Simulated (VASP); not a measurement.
Write the native input for VASP 6.6.1 that does the following.

| Property | Result |
| --- | --- |
| Task | single point |
| Functional | PBE |
| Potentials or basis | VASP PAW PBE potentials, release 64 (Cr_pv, O) |
| Cutoff | 520 eV |
| k mesh | 7 × 7 × 7 |
| Occupations | fermi-dirac, width 0.05 eV |
| Spin | collinear spin, ferromagnetic start |
| Starting moments | [3.0, 0.0, 0.0] μB |
| Dipole correction | no |
| Further INCAR settings | ALGO = Normal; EDIFF = 1e-06; NBANDS = 23 |

The structure of CrO2 lies in POSCAR:

```
CrO2
1.0
    0.0000000000      2.3542190386      2.3542190386
    2.3542190386      0.0000000000      2.3542190386
    2.3542190386      2.3542190386      0.0000000000
Cr O
1 2
Direct
    0.0000000000      0.0000000000      0.0000000000
    0.2500000000      0.2500000000      0.2500000000
    0.7500000000      0.7500000000      0.7500000000
```

These files were run (other wordings do the same):

INCAR

```
SYSTEM = CrO2
PREC = Accurate ; ENCUT = 520
EDIFF = 1E-6 ; ISMEAR = -1
SIGMA = 0.05 ; LREAL = .False.
LASPH = .True. ; NELM = 150
ALGO = Normal ; ISIF = 2
LWAVE = .False. ; LCHARG = .False.
ISPIN = 2 ; MAGMOM = 3 0 0
LORBIT = 11 ; LMAXMIX = 4
GGA = PE ; NBANDS = 23
```

KPOINTS

```
Automatic mesh
0
Gamma
  7 7 7
  0 0 0
```

Potentials or basis: VASP PAW PBE potentials, release 64 (Cr_pv, O).

Launch:

```console
$ cat potpaw_PBE.64/Cr_pv/POTCAR potpaw_PBE.64/O/POTCAR > POTCAR
$ mpirun -np 1 vasp_std > vasp.out
```

It gave:

```yaml
Pressure: 0.7 GPa
Band_gap_on_the_k_mesh: 0.74 eV
Net_moment: 2.00 μB per cell
Site_moments: Cr +2.17; O -0.11 μB
Valence_electrons_inside_the_program's_atomic_spheres: Cr 10.60; O 5.01
```

Caveat: an empty level that is flat over the whole mesh can mark a ghost state of the potentials, or a narrow d or f band; an odd mesh through Γ misses points on the zone boundary, where band edges can lie; a cell with one magnetic atom can't hold antiferromagnetic order, which such compounds often take.

It took 62 s on 1 thread of Intel Xeon 8259CL, on a shared host, peak memory 0.18 GiB.
